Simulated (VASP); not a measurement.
Runs of VASP 6.6.1 on Hf4C. The structure is that of space group P6/mmm (No. 191), or close to it. The cells are those of the table. The cell was generated, and may not be a known phase.

```tsv
task	cell	k mesh	cutoff (eV)	gap on the mesh (eV)	pressure (GPa)	relaxed volume (Å³/atom)
single point	a = 4.996, b = 4.996, c = 5.016 Å, angles 90.0, 90.0, 120.0°, 5 atoms	6 × 6 × 4	520	none	(a)	-
single point	a = 6.026, b = 6.026, c = 4.096 Å, angles 90.0, 90.0, 120.0°, 5 atoms	6 × 6 × 10	520	none	-0.1	-
relaxation of cell and atoms	relaxed from a = 6.022, b = 6.022, c = 4.099 Å, angles 90.0, 90.0, 120.0°, 5 atoms	6 × 6 × 10	600	none	0.0	25.75
relaxation of cell and atoms	relaxed from a = 4.996, b = 4.996, c = 5.016 Å, angles 90.0, 90.0, 120.0°, 5 atoms	6 × 6 × 4	600	none	0.0	25.69
single point	a = 6.022, b = 6.022, c = 4.099 Å, angles 90.0, 90.0, 120.0°, 5 atoms	6 × 6 × 4	520	none	-0.1	-
```

Alike in all rows: level PBE; potentials or basis VASP PAW PBE potentials, release 64 (Hf_pv, C); no spin polarisation; smearing gaussian 0.1 eV.

Question: Fill in the values left out.

Answer: (a) 34.7.

Caveats: some runs use coarse meshes; spin-orbit coupling is left out, which moves the levels of the heavy elements; the stress differs along the axes, from -21 to 62 GPa (at least some runs); the volume moved by over 15 % at a fixed basis, so the end points are rough (at least some runs).

A k mesh can miss the band edges, and the runs leave out spin-orbit coupling on Hf.

A gap of «none» marks levels without a gap at the run's occupations.
